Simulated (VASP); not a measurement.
Input of a VASP 6.6.1 run:

Contents of INCAR:

```
  ALGO = Normal
  EDIFF = 1E-6
  ENCUT = 520
  GGA = PS
  ISIF = 2
  ISMEAR = -1
  LASPH = T
  LCHARG = F
  LREAL = F
  LWAVE = F
  NBANDS = 20
  NELM = 60
  PREC = Accurate
  SIGMA = 0.1
```

The input KPOINTS:

```
k-points
0
Gamma
  11 11 11
```

POSCAR

```
Ga
1.0
    0.0000000000      2.8787377384      2.8787377384
    2.8787377384      0.0000000000      2.8787377384
    2.8787377384      2.8787377384      0.0000000000
Ga
2
Direct
    0.1250000000      0.1250000000      0.1250000000
    0.8750000000      0.8750000000      0.8750000000
```

Potentials or basis: VASP PAW PBE potentials, release 64 (Ga_d).

The run is started by

```console
$ cat potpaw_PBE.64/Ga_d/POTCAR > POTCAR
$ mpirun -np 1 vasp_std > vasp.out
```

Question: Estimate the pressure.

Answer: 0.0 GPa.

Question: What does it give for the band gap on the k mesh?

Answer: Zero (band 13 reaches 5.74 eV, above the bottom of band 14 at 1.67 eV).

Caveat: the PAW data sets were made with another functional, which shifts forces and pressure a little.
